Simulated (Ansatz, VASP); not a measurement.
**AlN in VASP and in Ansatz**

Contents of INCAR:

```
PREC = Accurate
ENCUT = 520
EDIFF = 1E-6
ISMEAR = 0
SIGMA = 0.05
LREAL = Auto
LASPH = T
NELM = 80
ALGO = Normal
ISIF = 2
LWAVE = F
LCHARG = F
GGA = PE
NBANDS = 46
```

File KPOINTS:

```
regular mesh
0
Gamma
  4 8 3
```

Contents of POSCAR:

```
AlN
1.0
   -1.5651197814     -2.7108669814      5.0179796556
    1.5651197814     -2.7108669814      0.0000000000
    6.4169911040      0.2710866981      9.5341613456
Al N
8 8
Direct
    0.5796592434      0.9991356412      0.0981155127
    0.1546592434      0.4991356412      0.8481155127
    0.1046592434      0.4991356412      0.3481155127
   -0.3703407566      0.9991356412      0.5981155127
    0.6838259100      0.2491356413      0.3064488460
    0.1588259100      0.7491356413      0.0564488460
    0.2088259100      0.7491356413      0.5564488460
   -0.2661740900      0.2491356413      0.8064488460
    0.7799690900      0.8083643587      0.1935011540
   -0.6450309100      0.3083643587      0.9435011540
    0.3049690900      0.3083643587      0.4435011540
   -0.1700309100      0.8083643587      0.6935011540
   -0.1158642434      0.0583643587      0.4018344873
    0.3591357566      0.5583643587      0.1518344873
    0.4091357566      0.5583643587      0.6518344873
   -0.0658642434      0.0583643587      0.9018344873
```

Input for Ansatz:

```yaml
crystal:
  lattice:
    - [-1.5651197814, -2.7108669814, 5.0179796556]
    - [1.5651197814, -2.7108669814, 0.0]
    - [6.416991104, 0.2710866981, 9.5341613456]
  atoms:
    - { symbol: Al, position: [0.5796592434, 0.9991356412, 0.0981155127] }
    - { symbol: Al, position: [0.1546592434, 0.4991356412, 0.8481155127] }
    - { symbol: Al, position: [0.1046592434, 0.4991356412, 0.3481155127] }
    - { symbol: Al, position: [-0.3703407566, 0.9991356412, 0.5981155127] }
    - { symbol: Al, position: [0.68382591, 0.2491356413, 0.306448846] }
    - { symbol: Al, position: [0.15882591, 0.7491356413, 0.056448846] }
    - { symbol: Al, position: [0.20882591, 0.7491356413, 0.556448846] }
    - { symbol: Al, position: [-0.26617409, 0.2491356413, 0.806448846] }
    - { symbol: "N", position: [0.77996909, 0.8083643587, 0.193501154] }
    - { symbol: "N", position: [-0.64503091, 0.3083643587, 0.943501154] }
    - { symbol: "N", position: [0.30496909, 0.3083643587, 0.443501154] }
    - { symbol: "N", position: [-0.17003091, 0.8083643587, 0.693501154] }
    - { symbol: "N", position: [-0.1158642434, 0.0583643587, 0.4018344873] }
    - { symbol: "N", position: [0.3591357566, 0.5583643587, 0.1518344873] }
    - { symbol: "N", position: [0.4091357566, 0.5583643587, 0.6518344873] }
    - { symbol: "N", position: [-0.0658642434, 0.0583643587, 0.9018344873] }
basis:
  ecutwfc: 420
kpoints:
  mp_grid: { grid: [4, 8, 3] }
hamiltonian:
  xc: pbe
scf:
  occupations: { method: gaussian, width: 0.05 }
output:
  forces: true
  stress: true
  eigenvalues: true
```

Alike in both runs: task single point; functional PBE; k mesh 4 × 8 × 3; occupations gaussian, width 0.05 eV; no spin polarisation.

|  | VASP | Ansatz |
| --- | --- | --- |
| version | VASP 6.6.1 | Ansatz 0.2.0 |
| potentials or method | VASP PAW PBE potentials, release 64 (Al, N), cutoff 520 eV | scalar-relativistic, plane waves, PAW |
| valence electrons in the cell | 64 | 64 |

|  | VASP | Ansatz | Ansatz less VASP |
| --- | --- | --- | --- |
| gap on the k mesh at the Fermi level (eV) | 3.54 | 3.53 | -0.007 |
| least direct gap on the mesh (eV) | 3.54 | 3.53 | -0.007 |
| pressure (GPa) | -0.9 | -0.7 | +0.27 |
| traceless stress, the component that is largest in VASP (GPa) | 5.17 | 5.15 | -0.016 |
| rms of the force components (eV/Å) | 0.531 | 0.529 | -0.0013 |

Atom by atom the forces differ by 0.003 eV/Å (rms over components). With one functional, cell and mesh, what is left measures potentials, basis and numerics.
